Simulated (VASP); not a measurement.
Set up this calculation in VASP 6.6.1, as the native input.

```yaml
Task: relaxation of cell and atoms
Functional: LDA
Potentials_or_basis: VASP PAW LDA potentials, release 64 (Ti_sv, Al)
Cutoff: 600 eV
k_mesh: 10 × 10 × 10
Occupations: gaussian, width 0.1 eV
Spin: no spin polarisation
Dipole_correction: no
Further_INCAR_settings: ALGO = Fast; EDIFF = 1e-07; IBRION = 2; EDIFFG = -0.002; NSW = 100; ISIF = 3
```

The structure of Ti3Al (vib) lies in POSCAR:

```
Ti3Al
1.0
    0.0000000000      3.1476507367      3.1476507367
    3.1476507367      0.0000000000      3.1476507367
    3.1476507367      3.1476507367      0.0000000000
Ti Al
3 1
Direct
    0.7500000000      0.7500000000      0.7500000000
    0.2500000000      0.2500000000      0.2500000000
    0.0000000000      0.0000000000      0.0000000000
    0.5000000000      0.5000000000      0.5000000000
```

One way to write it, as run:

INCAR

```
SYSTEM = Ti3Al
PREC = Accurate ; ENCUT = 600
EDIFF = 1E-7 ; ISMEAR = 0
SIGMA = 0.1 ; LREAL = .FALSE.
LASPH = .TRUE. ; NELM = 80
ALGO = Fast ; ISIF = 3
LWAVE = .FALSE. ; LCHARG = .FALSE.
GGA = CA ; IBRION = 2
NSW = 100 ; EDIFFG = -0.002
```

KPOINTS

```
regular mesh
0
G
  10 10 10
  0 0 0
```

Potentials or basis: VASP PAW LDA potentials, release 64 (Ti_sv, Al).

Run with:

```sh
$ cat potpaw_LDA.64/Ti_sv/POTCAR potpaw_LDA.64/Al/POTCAR > POTCAR
$ mpirun -np 1 vasp_std > vasp.out
```

It gave:

```json
{
 "Relaxed volume": "15.60 Å³/atom",
 "Relaxed cell": "a = 4.453 Å, b = 4.453 Å, c = 4.453 Å, α = 60.00°, β = 60.00°, γ = 60.00°",
 "Space group after relaxing (to 0.05 Å)": "Fm-3m (No. 225)",
 "Energy gained by relaxing": "0.0 meV/atom",
 "Ionic steps": "3",
 "Pressure after relaxing": "0.0 GPa"
}
```

Run time: 2.9 min on 1 thread of Intel(R) Xeon(R) 6975P-C (Granite Rapids), on a shared host, peak memory 0.23 GiB.
